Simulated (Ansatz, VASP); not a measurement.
RbNa3Te2 in VASP and in Ansatz

INCAR

```
SYSTEM = RbNa3Te2
  PREC = Accurate
  ENCUT = 520
  EDIFF = 1E-7
  ISMEAR = 0
  SIGMA = 0.1
  LREAL = .False.
  LASPH = .True.
  NELM = 60
  ALGO = Normal
  ISIF = 2
  LWAVE = .False.
  LCHARG = .True.
  GGA = PE
  LELF = .True.
  LVHAR = .True.
  NBANDS = 30
```

KPOINTS

```
Automatic mesh
0
Gamma
  3 3 3
  0 0 0
```

File POSCAR:

```
RbNa3Te2
1.0
    3.1583996400      1.8235028800      5.2500546200
   -3.1583996400      1.8235028800      5.2500546200
    0.0000000000     -3.6470057600      5.2500546200
Rb Na Te
1 3 2
Direct
    0.5000000000      0.5000000000      0.5000000000
    0.0000000000      0.5000000000      0.5000000000
    0.5000000000      0.5000000000      0.0000000000
    0.5000000000      0.0000000000      0.5000000000
    0.1230388300      0.1230388300      0.1230388300
    0.8769611700      0.8769611700      0.8769611700
```

Input for Ansatz:

```yaml
crystal:
  lattice:
    - [3.15839964, 1.82350288, 5.25005462]
    - [-3.15839964, 1.82350288, 5.25005462]
    - [0.0, -3.64700576, 5.25005462]
  atoms:
    - { symbol: Rb, position: [0.5, 0.5, 0.5] }
    - { symbol: Na, position: [0.0, 0.5, 0.5] }
    - { symbol: Na, position: [0.5, 0.5, 0.0] }
    - { symbol: Na, position: [0.5, 0.0, 0.5] }
    - { symbol: Te, position: [0.12303883, 0.12303883, 0.12303883] }
    - { symbol: Te, position: [0.87696117, 0.87696117, 0.87696117] }
basis:
  ecutwfc: 420
kpoints:
  mp_grid: { grid: [3, 3, 3] }
hamiltonian:
  xc: pbe
scf:
  occupations: { method: gaussian, width: 0.1 }
  lower_state_search: "off"
output:
  forces: true
  stress: true
  eigenvalues: true
```

Change from the starting cell: species swapped into the Y2NiRu3 type (R-3m, No. 166).

Alike in both runs: task single point; functional PBE; k mesh 3 × 3 × 3; occupations gaussian, width 0.1 eV; no spin polarisation.

|  | VASP | Ansatz |
| --- | --- | --- |
| version | VASP 6.6.1 | Ansatz 0.2.0 |
| potentials or method | VASP PAW PBE potentials, release 64 (Rb_sv, Na_pv, Te), cutoff 520 eV | scalar-relativistic, plane waves, PAW |
| valence electrons in the cell | 42 | 68 |

Ansatz gave:

```
gap on the k mesh at the Fermi level (eV)                     : none
pressure (GPa)                                                : 1.1
traceless stress, the component that is largest in VASP (GPa) : -0.07
rms of the force components (eV/Å)                            : 0.104
```

Task: What did VASP give for the same quantities?

Result: gap on the k mesh at the Fermi level (eV): none; pressure (GPa): 1.2; traceless stress, the component that is largest in VASP (GPa): -0.07; rms of the force components (eV/Å): 0.104.

Atom by atom the forces differ by 0.000 eV/Å (rms over components). A gap of «none» marks a metal or a gap that the smearing closes. VASP's potentials hold 42 valence electrons a cell and Ansatz's 68, so a difference there can come from the potentials and not from the codes.

The k mesh is coarse, so the values compare programs but aren't converged. Spin-orbit coupling is off throughout.
